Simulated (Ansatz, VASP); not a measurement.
ZnO in VASP and in Ansatz

Contents of INCAR:

```
SYSTEM = ZnO
PREC     = Accurate       ! precision mode
ENCUT    = 600            ! plane-wave cutoff, eV
EDIFF    = 1E-6           ! SCF threshold, eV
ISMEAR   = 0              ! smearing method
SIGMA    = 0.02           ! smearing width, eV
LREAL    = .FALSE.        ! projectors in reciprocal space
LASPH    = .TRUE.         ! aspherical terms in the spheres
NELM     = 120            ! most SCF steps
ALGO     = Normal         ! electronic algorithm
ISIF     = 2              ! what is computed and relaxed
LWAVE    = .FALSE.        ! write WAVECAR
LCHARG   = .FALSE.        ! write CHGCAR
GGA      = PE             ! functional
NBANDS   = 26             ! bands
GGA_COMPAT= .FALSE.
```

KPOINTS

```
Automatic mesh
0
G
  9 9 4
  0 0 0
```

Contents of POSCAR:

```
ZnO
1.0
    3.2436453614      0.0000000000      0.0000000000
   -1.6218226807      2.8090792838      0.0000000000
    0.0000000000      0.0000000000      7.1412796209
Zn O
2 2
Direct
    0.0000000000      0.0000000000      0.7412162995
    0.0000000000      0.0000000000      0.2587837005
    0.3333333300      0.6666666700      0.2677823768
    0.6666666700      0.3333333300      0.7322176232
```

Input for Ansatz:

```yaml
crystal:
  lattice:
    - [3.2436453614, 0.0, 0.0]
    - [-1.6218226807, 2.8090792838, 0.0]
    - [0.0, 0.0, 7.1412796209]
  atoms:
    - { symbol: Zn, position: [0.0, 0.0, 0.7412162995] }
    - { symbol: Zn, position: [0.0, 0.0, 0.2587837005] }
    - { symbol: O, position: [0.33333333, 0.66666667, 0.2677823768] }
    - { symbol: O, position: [0.66666667, 0.33333333, 0.7322176232] }
basis:
  ecutwfc: 420
kpoints:
  mp_grid: { grid: [9, 9, 4] }
hamiltonian:
  xc: pbe
scf:
  occupations: { method: gaussian, width: 0.02 }
output:
  forces: true
  stress: true
  eigenvalues: true
  populations: true
```

Alike in both runs: task single point; functional PBE; k mesh 9 × 9 × 4; occupations gaussian, width 0.02 eV; no spin polarisation.

```csv
,VASP,Ansatz
version,VASP 6.6.1,Ansatz 0.2.0
potentials or method,"VASP PAW PBE potentials, release 64 (Zn, O), cutoff 600 eV","scalar-relativistic, plane waves, PAW"
valence electrons in the cell,36,36
```

Ansatz gave:

- gap on the k mesh at the Fermi level (eV): 0.83
- least direct gap on the mesh (eV): 0.83
- pressure (GPa): 3.1
- traceless stress, the component that is largest in VASP (GPa): -2.70
- rms of the force components (eV/Å): 0.095

Q: What did VASP give for the same quantities?

A: gap on the k mesh at the Fermi level (eV): 0.83; least direct gap on the mesh (eV): 0.83; pressure (GPa): 3.8; traceless stress, the component that is largest in VASP (GPa): -3.63; rms of the force components (eV/Å): 0.092.

Atom by atom the forces differ by 0.003 eV/Å (rms over components). The functional is the same, so the differences come from potentials, cutoffs and numerics.
